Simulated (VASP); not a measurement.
Wanted: the native input for a VASP 6.6.1 run.

```
Task                   : single point
Functional             : PBE
Potentials or basis    : VASP PAW PBE potentials, release 64 (W_sv, S)
Cutoff                 : 520 eV
k mesh                 : 8 × 8 × 8
Occupations            : fermi-dirac, width 0.05 eV
Spin                   : no spin polarisation
Dipole correction      : no
Further INCAR settings : ALGO = Normal; EDIFF = 1e-06; NBANDS = 17
```

The structure of WS lies in POSCAR:

```
WS
1.0
    3.4217279949      0.0000000000      0.0000000000
    0.0000000000      3.4217279949      0.0000000000
    0.0000000000      0.0000000000      3.4217279949
W S
1 1
Direct
    0.5000000000      0.5000000000      0.5000000000
    0.0000000000      0.0000000000      0.0000000000
```

This cell differs from its parent crystal: volume scaled by 0.98.

The input as run:

INCAR

```
PREC = Accurate ; ENCUT = 520
EDIFF = 1E-6 ; ISMEAR = -1
SIGMA = 0.05 ; LREAL = F
LASPH = T ; NELM = 80
ALGO = Normal ; ISIF = 2
LWAVE = F ; LCHARG = F
GGA = PE ; NBANDS = 17
```

KPOINTS

```
Automatic mesh
0
Gamma
  8 8 8
```

Potentials or basis: VASP PAW PBE potentials, release 64 (W_sv, S).

Launch:

```bash
$ cat potpaw_PBE.64/W_sv/POTCAR potpaw_PBE.64/S/POTCAR > POTCAR
$ mpirun -np 1 vasp_std > vasp.out
```

It gave:

- Pressure: -35.6 GPa
- Band gap on the k mesh: zero (band 10 reaches 9.27 eV, above the bottom of band 11 at 6.47 eV)

Caveat: spin-orbit coupling is left out, which moves the levels of the heavy elements.

Run time: 8.4 s on 1 thread of Intel(R) Xeon(R) 6975P-C (Granite Rapids) (shared host), peak memory 0.16 GiB.
